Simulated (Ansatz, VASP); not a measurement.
Au in VASP and in Ansatz

```
Au
1.0
    -1.45183    1.45183    1.45183
     1.45183   -1.45183    1.45183
     1.45183    1.45183   -1.45183
Au
1
Direct
  0.00000 0.00000 0.00000
```

Change from the starting cell: volume scaled by 0.68, LAPW.

Alike in both runs: task single point; functional PBE; k mesh 16 × 16 × 16; occupations fermi-dirac, width 0.08 eV; no spin polarisation.

|  | VASP | Ansatz |
| --- | --- | --- |
| version | VASP 6.6.1 | Ansatz 0.2.0 |
| potentials or method | VASP PAW PBE potentials, release 64 (Au), cutoff 520 eV | all-electron LAPW, scalar-relativistic |

|  | VASP | Ansatz | Ansatz less VASP |
| --- | --- | --- | --- |
| pressure (GPa) | 160.5 | 160.5 | +0.07 |

Both programs put the cell under a high pressure, so it lies far from rest at this level. Ansatz ran all-electron here, and VASP with PAW potentials.

Spin-orbit coupling is off throughout. Noted on VASP's run: the cell as given lies far from equilibrium.
